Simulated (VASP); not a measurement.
# Ag (Im-3m) in VASP: a series of runs

The runs below take Ag through single point, with PBE.

All numbers are computed with VASP 6.6.1; they aren't measurements. Logs are shortened: lines on timing, memory, paths and dates and some standing lists are left out, and cuts for length are marked.

### Step 1. The cell of the first run

It takes space group Im-3m (No. 229, cubic). The conventional cell has a = 3.311 Å, b = 3.311 Å, c = 3.311 Å, α = 90.00°, β = 90.00°, γ = 90.00°. Ag (site symmetry m-3m) has 14 Ag at 2.87 to 3.31 Å within 3.8 Å.

This isn't the form of Ag at room conditions, which is fcc.

### Step 2. Single point, PBE

INCAR

```
ALGO = Normal
EDIFF = 1E-6
ENCUT = 500
GGA = PE
GGA_COMPAT = F
ISIF = 2
ISMEAR = -1
LASPH = T
LCHARG = F
LREAL = F
LWAVE = F
NBANDS = 12
NELM = 120
PREC = Accurate
SIGMA = 0.05
```

KPOINTS

```
k-points
0
Gamma
  3 3 3
```

POSCAR

```
Ag
1.0
   -1.6556500000      1.6556500000      1.6556500000
    1.6556500000     -1.6556500000      1.6556500000
    1.6556500000      1.6556500000     -1.6556500000
Ag
1
Direct
    0.0000000000      0.0000000000      0.0000000000
```

Potentials or basis: VASP PAW PBE potentials, release 64 (Ag).

Run with:

```sh
$ cat potpaw_PBE.64/Ag/POTCAR > POTCAR
$ mpirun -np 1 vasp_std > vasp.out
```

OUTCAR:

```text
EDIFF = 1E-6
   ENCUT = 500
   GGA = PE
   ISIF = 2
   ISMEAR = -1
   LASPH = T
   LREAL = F
   NELM = 120
   PREC = Accurate

 ion  position               nearest neighbor table
   1  0.000  0.000  0.000-

  LATTYP: Found a body centered cubic cell.
 ALAT       =     3.3113000000

  Lattice vectors:

 A1 = (  -1.6556500000,   1.6556500000,   1.6556500000)
 A2 = (   1.6556500000,  -1.6556500000,   1.6556500000)
 A3 = (   1.6556500000,   1.6556500000,  -1.6556500000)

Analysis of symmetry for initial positions (statically):
=====================================================================
 Subroutine PRICEL returns:
 Original cell was already a primitive cell.

 Routine SETGRP: Setting up the symmetry group for a
 body centered cubic supercell.

 Subroutine GETGRP returns: Found 48 space group operations
 (whereof 48 operations were pure point group operations)
 out of a pool of 48 trial point group operations.

The static configuration has the point symmetry O_h .

Analysis of symmetry for dynamics (positions and initial velocities):
=====================================================================
 Subroutine PRICEL returns:
 Original cell was already a primitive cell.

 Routine SETGRP: Setting up the symmetry group for a
 body centered cubic supercell.

 Subroutine GETGRP returns: Found 48 space group operations
 (whereof 48 operations were pure point group operations)
 out of a pool of 48 trial point group operations.

The dynamic configuration has the point symmetry O_h .

 Subroutine INISYM returns: Found 48 space group operations
 (whereof 48 operations are pure point group operations),
 and found     1 'primitive' translations

----------------------------------------------------------------------------------------

                                     Primitive cell

  volume of cell :      18.1537

  direct lattice vectors                    reciprocal lattice vectors
    -1.655650000  1.655650000  1.655650000     0.000000000  0.301996195  0.301996195
     1.655650000 -1.655650000  1.655650000     0.301996195  0.000000000  0.301996195
     1.655650000  1.655650000 -1.655650000     0.301996195  0.301996195  0.000000000

  length of vectors
     2.867669920  2.867669920  2.867669920     0.427087115  0.427087115  0.427087115

  position of ions in fractional coordinates (direct lattice)
     0.000000000  0.000000000  0.000000000

  ion indices of the primitive-cell ions
   primitive index   ion index
                 1           1

----------------------------------------------------------------------------------------

 KPOINTS: k-points

Automatic generation of k-mesh.
 Grid dimensions read from file:
 generate k-points for:    3    3    3

 Generating k-lattice:

  Cartesian coordinates                     Fractional coordinates (reciprocal lattice)
     0.000000000  0.100665398  0.100665398     0.333333333  0.000000000  0.000000000
     0.100665398  0.000000000  0.100665398     0.000000000  0.333333333  0.000000000
     0.100665398  0.100665398  0.000000000     0.000000000  0.000000000  0.333333333

  Length of vectors
     0.142362372  0.142362372  0.142362372

  Shift w.r.t. Gamma in fractional coordinates (k-lattice)
     0.000000000  0.000000000  0.000000000

 Subroutine IBZKPT returns following result:
 ===========================================

 Found      4 irreducible k-points:

 Following reciprocal coordinates:
            Coordinates               Weight
  0.000000  0.000000  0.000000      1.000000
  0.333333  0.000000  0.000000     12.000000
  0.333333  0.333333  0.000000      8.000000
 -0.333333  0.333333  0.333333      6.000000
   k-points           NKPTS =      4   k-points in BZ     NKDIM =      4   number of bands    NBANDS=     12
   number of dos      NEDOS =    301   number of ions     NIONS =      1
   total plane-waves  NPLWV =  13824
   dimension x,y,z NGX =    24 NGY =   24 NGZ =   24
   dimension x,y,z NGXF=    48 NGYF=   48 NGZF=   48
   ions per type =               1
   NGX,Y,Z   is equivalent  to a cutoff of  13.91, 13.91, 13.91 a.u.
   NGXF,Y,Z  is equivalent  to a cutoff of  27.83, 27.83, 27.83 a.u.
 SYSTEM =  unknown system
   PREC   = accura    normal or accurate (medium, high low for compatibility)
   ISTART =      0    job   : 0-new  1-cont  2-samecut
   ICHARG =      2    charge: 1-file 2-atom 10-const
   ISPIN  =      1    spin polarized calculation?
   LNONCOLLINEAR =      F non collinear calculations
   LSORBIT =      F    spin-orbit coupling
   LASPH  =      T    aspherical Exc in radial PAW
   ENCUT  =  500.0 eV  36.75 Ry    6.06 a.u.   5.23  5.23  5.23*2*pi/ulx,y,z
   NELM   =    120;   NELMIN=  2; NELMDL= -5     # of ELM steps
   EDIFF  = 0.1E-05   stopping-criterion for ELM
   LREAL  =      F    real-space projection
   EDIFFG = 0.1E-04   stopping-criterion for IOM
   NSW    =      0    number of steps for IOM
   IBRION =     -1    ionic relax: 0-MD 1-quasi-New 2-CG
   NFREE  =      0    steps in history (QN), initial steepest desc. (CG)
   ISIF   =      2    stress and relaxation
   ISYM   =      2    0-nonsym 1-usesym 2-fastsym
   POTIM  = 0.5000    time-step for ionic-motion
   TEBEG  =    0.0;   TEEND  =   0.0 temperature during run
   PSTRESS=    0.0 pullay stress
   NELECT =      11.0000    total number of electrons
   NUPDOWN=      -1.0000    fix difference up-down
   EMIN   =  10.00;   EMAX   =-10.00  energy-range for DOS
   EFERMI =   0.00;   METHOD = LEGACY
   ISMEAR =    -1;   SIGMA  =   0.05  broadening in eV -4-tet -1-fermi 0-gaus
   EFERMI_NEDOS =   21; number of points for ismear=-14 and -15
   IALGO  =     38    algorithm
   IMIX   =      4    mixing-type and parameters
     AMIX     =   0.40;   BMIX     =  1.00
     AMIX_MAG =   1.60;   BMIX_MAG =  1.00
  volume/ion in A,a.u.               =      18.15       122.51
  Fermi-wavevector in a.u.,A,eV,Ry     =   1.385321  2.617878 26.111148  1.919115
  Thomas-Fermi vector in A             =   2.509742
   LORBIT       =      0    0 simple, 1 ext, 2 COOP (PROOUT), +10 PAW based schemes
   GGA     = PE    functional components
   LHFCALC =     F    Hartree Fock is set to
   AEXX    =    0.0000 exact exchange contribution
   IVDW    =     0    specifies the selected vdW correction
   LEPSILON=     F    determine dielectric tensor
   LRPA    =     F    only Hartree local field effects (RPA)
 non-spin polarized calculation
  energy-cutoff  :      500.00
  volume of cell :       18.15
 maximum number of plane-waves:       468
 NGX is ok and might be reduce to    24
   NGX = 11   NGY = 11   NGZ = 11

 number of electron      11.0000001 magnetization

 Free energy of the ion-electron system (eV)
  ---------------------------------------------------
  ext. energy  EPLUGINS =         0.00000000
  ---------------------------------------------------
  free energy    TOTEN  =        -3.04480644 eV

  energy without entropy =       -3.03843230  energy(sigma->0) =       -3.04161937

 E-fermi :   8.3449     XC(G=0): -11.8406

 val. band max:        4.6527209976   @ k =   0.3333   0.0000   0.0000
 cond. band min:       8.4647874577   @ k =  -0.3333   0.3333   0.3333
 fundamental gap:      3.8120664601
 Fermi energy:         8.3448926941

 k-point     1 :       0.0000    0.0000    0.0000
  band No.  band energies     occupation
      1       0.2756      2.00000
      2       2.8891      2.00000
      3       2.8891      2.00000
      4       2.8891      2.00000
      5       4.0856      2.00000
      6       4.0856      2.00000
      7      25.3394      0.00000
      8      25.3394      0.00000
      9      25.3394      0.00000
     10      30.7046      0.00000
     11      30.7046      0.00000
     12      30.7046      0.00000

 k-point     2 :       0.3333    0.0000    0.0000
  band No.  band energies     occupation
      1       1.7312      2.00000
      2       2.3547      2.00000
      3       3.9445      2.00000
      4       4.1540      2.00000
      5       4.3848      2.00000
      6       4.6527      2.00000
      7      15.8952      0.00000
      8      21.7710      0.00000
      9      23.2150      0.00000
     10      26.5310      0.00000
     11      27.5707      0.00000
     12      31.5099      0.00000

 k-point     3 :       0.3333    0.3333    0.0000
  band No.  band energies     occupation
      1       2.1112      2.00000
      2       2.8854      2.00000
      3       2.8854      2.00000
      4       4.2087      2.00000
      5       4.2087      2.00000
      6      12.1765      0.00000
      7      12.1765      0.00000
      8      12.5887      0.00000
      9      21.3752      0.00000
     10      28.5897      0.00000
     11      28.5897      0.00000
     12      34.8926      0.00000

 k-point     4 :      -0.3333    0.3333    0.3333
  band No.  band energies     occupation
      1       2.1956      2.00000
      2       2.2938      2.00000
      3       3.8724      2.00000
      4       3.8724      2.00000
      5       4.2754      2.00000
      6       8.4648      0.16667
      7      17.2676      0.00000
      8      17.2676      0.00000
      9      20.0896      0.00000
     10      20.9314      0.00000
     11      28.2666      0.00000
     12      33.7491      0.00000

------------------------ aborting loop because EDIFF is reached ----------------------------------------

  FORCE on cell =-STRESS in cart. coord.  units (eV):
  Direction    XX          YY          ZZ          XY          YZ          ZX
  --------------------------------------------------------------------------------------
  -------------------------------------------------------------------------------------
  Total       -0.4971611     -0.4971611     -0.4971611      0.0000000      0.0000000      0.0000000
  in kB      -43.8775248    -43.8775248    -43.8775248      0.0000000      0.0000000      0.0000000
  external PRESSURE =     -43.8775248 kB  Pullay stress =       0.0000000 kB

 VOLUME and BASIS-vectors are now :
 -----------------------------------------------------------------------------
  energy-cutoff  :      500.00
  volume of cell :       18.15
      direct lattice vectors                 reciprocal lattice vectors
    -1.655650000  1.655650000  1.655650000     0.000000000  0.301996195  0.301996195
     1.655650000 -1.655650000  1.655650000     0.301996195  0.000000000  0.301996195
     1.655650000  1.655650000 -1.655650000     0.301996195  0.301996195  0.000000000

 POSITION                                       TOTAL-FORCE (eV/Angst)
 -----------------------------------------------------------------------------------
      0.00000      0.00000      0.00000         0.000000      0.000000      0.000000
 -----------------------------------------------------------------------------------
    total drift:                               -0.000000      0.000000      0.000000

  FREE ENERGIE OF THE ION-ELECTRON SYSTEM (eV)
  ---------------------------------------------------
  free  energy   TOTEN  =        -3.0448064377 eV

  energy  without entropy=       -3.0384323048  energy(sigma->0) =       -3.04161937
```

It took 2.9 s on 1 thread of Intel Xeon 6975P-C (Granite Rapids), shared host; peak memory 0.13 GiB.

What came out:

* Free energy: -3.0448 eV
* Pressure: -4.4 GPa
* Band gap on the k mesh: zero (an odd number of electrons rules out a gap without spin polarisation)

Levels at points of the mesh, in eV from the Fermi level:
```csv
k point,band 3,band 4,band 5,band 6,band 7,band 8
"(0.00, 0.00, 0.00)",-5.46,-5.46,-4.26,-4.26,16.99,16.99
```

Caveat: the k points lie up to 0.89 Å⁻¹ apart, too coarse for converged energies and pressures of a metal.

### Step 3. Single point, PBE

INCAR is that of step 2.

KPOINTS

```
k-points
0
Gamma
  4 4 4
```

POSCAR is that of step 2.

Potentials or basis: VASP PAW PBE potentials, release 64 (Ag).

Run with:

```sh
$ cat potpaw_PBE.64/Ag/POTCAR > POTCAR
$ mpirun -np 1 vasp_std > vasp.out
```

It took 3.2 s on 1 thread of Intel Xeon 6975P-C (Granite Rapids), shared host; peak memory 0.13 GiB.

It converged, with:

* Free energy: -2.4118 eV
* Pressure: -1.1 GPa
* Band gap on the k mesh: zero (an odd number of electrons rules out a gap without spin polarisation)

Levels at points of the mesh, in eV from the Fermi level:
| k point | band 3 | band 4 | band 5 | band 6 | band 7 | band 8 |
| --- | --- | --- | --- | --- | --- | --- |
| (0.00, 0.00, 0.00) | -4.93 | -4.93 | -3.73 | -3.73 | 17.59 | 17.59 |
| (0.50, 0.00, 0.00) | -3.79 | -3.63 | -2.84 | -0.08 | 3.61 | 12.96 |
| (0.50, 0.50, 0.50) | -3.06 | -3.06 | -3.06 | 6.57 | 6.57 | 6.57 |

Caveat: the k points lie up to 0.67 Å⁻¹ apart, too coarse for converged energies and pressures of a metal.

### Step 4. Single point, PBE

INCAR

```
PREC = Accurate
ENCUT = 500
EDIFF = 1E-6
ISMEAR = -1
SIGMA = 0.05
LREAL = F
LASPH = T
NELM = 120
ALGO = Normal
ISIF = 2
LWAVE = F
LCHARG = F
GGA = PE
NBANDS = 12
GGA_COMPAT = F
```

KPOINTS

```
Automatic mesh
0
Gamma
  6 6 6
```

POSCAR is that of step 3.

Run with:

```sh
$ cat potpaw_PBE.64/Ag/POTCAR > POTCAR
$ mpirun -np 1 vasp_std > vasp.out
```

Wall time 4.3 s (1 thread of Intel Xeon 6975P-C (Granite Rapids), shared host); peak memory 0.13 GiB.

The run converged. Its results:

```
Free energy            : -2.5996 eV
Pressure               : -0.7 GPa
Band gap on the k mesh : zero (an odd number of electrons rules out a gap without spin polarisation)
```

Levels at points of the mesh, in eV from the Fermi level:
```
           k point  band 3  band 4  band 5  band 6  band 7  band 8
(0.00, 0.00, 0.00)   -4.88   -4.88   -3.68   -3.68   17.58   17.58
(0.50, 0.00, 0.00)   -3.73   -3.57   -2.77   -0.08    3.63   12.95
(0.50, 0.50, 0.50)   -2.99   -2.99   -2.99    6.57    6.57    6.57
```

Caveat: the k points lie up to 0.45 Å⁻¹ apart, too coarse for converged energies and pressures of a metal.

### Step 5. Summary

```csv
k mesh,gap on the mesh (eV),pressure (GPa)
3 × 3 × 3,none,-4.4
4 × 4 × 4,none,-1.1
6 × 6 × 6,none,-0.7
```

Alike in all rows: task single point; level PBE; potentials or basis VASP PAW PBE potentials, release 64 (Ag); no spin polarisation; cell as given; cutoff (eV) 500; smearing fermi-dirac 0.05 eV.

Caveats: all runs use coarse meshes.

Total energies depend on the potentials used, so only differences within one code and one set of settings carry meaning.
